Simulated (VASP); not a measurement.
Ge, 2 atoms in the cell. Symmetry: Fd-3m, No. 227, cubic system. Conventional cell: a = 5.769 Å, b = 5.769 Å, c = 5.769 Å, α = 90.00°, β = 90.00°, γ = 90.00°. Within 3.3 Å of Ge (site symmetry -43m) lie 4 Ge at 2.50 Å. 

| Item | Value |
| --- | --- |
| Program | VASP 6.6.1 |
| Task | single point |
| Functional | PBE |
| Potentials or basis | VASP PAW PBE potentials, release 64 (Ge_d) |
| Cutoff | 520 eV |
| k mesh | 8 × 8 × 8 |
| Occupations | fermi-dirac, width 0.05 eV |
| Spin | non-collinear spin, zero start, spin-orbit coupling |
| Starting moments | [[0.0, 0.0, 0.0], [0.0, 0.0, 0.0]] μB |
| Dipole correction | no |
| Further INCAR settings | ALGO = Normal; EDIFF = 1e-06; NBANDS = 40 |

Potentials or basis: VASP PAW PBE potentials, release 64 (Ge_d).

Run with:

```bash
$ cat potpaw_PBE.64/Ge_d/POTCAR > POTCAR
$ mpirun -np 1 vasp_ncl > vasp.out
```

Hardware: 1 thread of Intel(R) Xeon(R) Platinum 8375C CPU @ 2.90GHz (Ice Lake), on a shared host.

**Question.** How long does it take, and how much memory?

**Answer.** It took 88 s on 1 thread of Intel(R) Xeon(R) Platinum 8375C CPU @ 2.90GHz (Ice Lake), with other jobs on the host, peak memory 0.3 GiB. Counts: scf iterations 13, k points 29.
